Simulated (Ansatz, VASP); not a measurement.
**Co3Sn2S2: VASP beside Ansatz**

```
Co Sn S
1.0
     2.62196    1.51379    4.28357
    -2.62196    1.51379    4.28357
     0.00000   -3.02757    4.28357
Co Sn S
3 2 2
Direct
  0.00000 0.00000 0.50000
  0.50000 0.00000 0.00000
  0.00000 0.50000 0.00000
  0.50000 0.50000 0.50000
  0.00000 0.00000 0.00000
  0.28196 0.28196 0.28196
  0.71804 0.71804 0.71804
```

Alike in both runs: task single point; functional LDA; k mesh 8 × 8 × 8; occupations gaussian, width 0.05 eV; no spin polarisation.

|  | VASP | Ansatz |
| --- | --- | --- |
| version | VASP 6.6.1 | Ansatz 0.2.0 |
| potentials or method | VASP PAW LDA potentials, release 64 (Co, Sn_d, S), cutoff 520 eV | scalar-relativistic, plane waves, PAW |
| valence electrons in the cell | 67 | 91 |

```tsv
	VASP	Ansatz	Ansatz less VASP
gap on the k mesh at the Fermi level (eV)	none	none	-
pressure (GPa)	-0.1	-0.3	-0.12
traceless stress, the component that is largest in VASP (GPa)	0.23	0.14	-0.095
```

LDA's correlation is that of Perdew and Zunger in VASP and of Perdew and Wang (1992) in Ansatz. A gap of «none» marks a metal or a gap that the smearing closes. VASP's potentials hold 67 valence electrons a cell and Ansatz's 91, so a difference there can come from the potentials and not from the codes.
